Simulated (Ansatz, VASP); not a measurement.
Ag in VASP and in Ansatz

```
Ag
1.0
     4.00075    0.00000    0.01439
     0.00000    4.00078    0.00000
    -1.99297    0.00000    2.05339
Ag
2
Cartesian
  0.0000 0.0000 0.0000
  2.0004 2.0004 0.0072
```

Change from the starting cell: band edges of the strained film's bulk.

Alike in both runs: task single point; functional PBEsol; k mesh 9 × 9 × 17; occupations gaussian, width 0.1 eV; no spin polarisation.

|  | VASP | Ansatz |
| --- | --- | --- |
| version | VASP 6.6.1 | Ansatz 0.2.0 |
| potentials or method | VASP PAW PBE potentials, release 64 (Ag), cutoff 520 eV | scalar-relativistic, plane waves, PAW |
| valence electrons in the cell | 22 | 38 |

|  | VASP | Ansatz | Ansatz less VASP |
| --- | --- | --- | --- |
| gap on the k mesh at the Fermi level (eV) | none | none | - |
| pressure (GPa) | 0.9 | 1.2 | +0.24 |
| traceless stress, the component that is largest in VASP (GPa) | -1.20 | -1.19 | +0.006 |

VASP's potentials were made for PBE, not for PBEsol. A gap of «none» marks a metal or a gap that the smearing closes. VASP's potentials hold 22 valence electrons a cell and Ansatz's 38, so a difference there can come from the potentials and not from the codes.
